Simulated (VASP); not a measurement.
Input of a VASP 6.6.1 run:

File INCAR:

```
SYSTEM = SnO
ALGO = Normal
EDIFF = 1E-7
ENCUT = 520
GGA = PS
ISIF = 2
ISMEAR = 0
LASPH = .True.
LCHARG = .True.
LELF = .True.
LREAL = .False.
LVHAR = .True.
LWAVE = .False.
NBANDS = 28
NELM = 80
PREC = Accurate
SIGMA = 0.15
```

KPOINTS

```
k-points
0
Gamma
  10 10 8
  0 0 0
```

Contents of POSCAR:

```
SnO
1.0
    3.9378000000      0.0000000000      0.0000000000
    0.0000000000      3.9378000000      0.0000000000
    0.0000000000      0.0000000000      5.0349000000
Sn O
2 2
Direct
    0.0000000000      0.5000000000      0.2425296443
    0.5000000000      0.0000000000      0.7574703557
    0.0000000000      0.0000000000      0.0000000000
    0.5000000000      0.5000000000      0.0000000000
```

Potentials or basis: VASP PAW PBE potentials, release 64 (Sn_d, O).

Command:

```console
$ cat potpaw_PBE.64/Sn_d/POTCAR potpaw_PBE.64/O/POTCAR > POTCAR
$ mpirun -np 1 vasp_std > vasp.out
```

**Question.** Predict the largest force.

**Answer.** 1.521 eV/Å.

**Question.** Estimate the pressure.

**Answer.** -9.0 GPa.

**Question.** Predict the band gap on the k mesh.

**Answer.** 0.24 eV (least direct gap 1.93 eV).

Stress tensor (GPa, compression positive):
```
-9.13  0.00  0.00
 0.00 -9.13  0.00
 0.00  0.00 -8.89
```

Caveat: the cell stands under tension; the PAW data sets were made with another functional, which shifts forces and pressure a little; spin-orbit coupling is left out, which moves the levels of the heavy elements. A k mesh can miss the band edges.
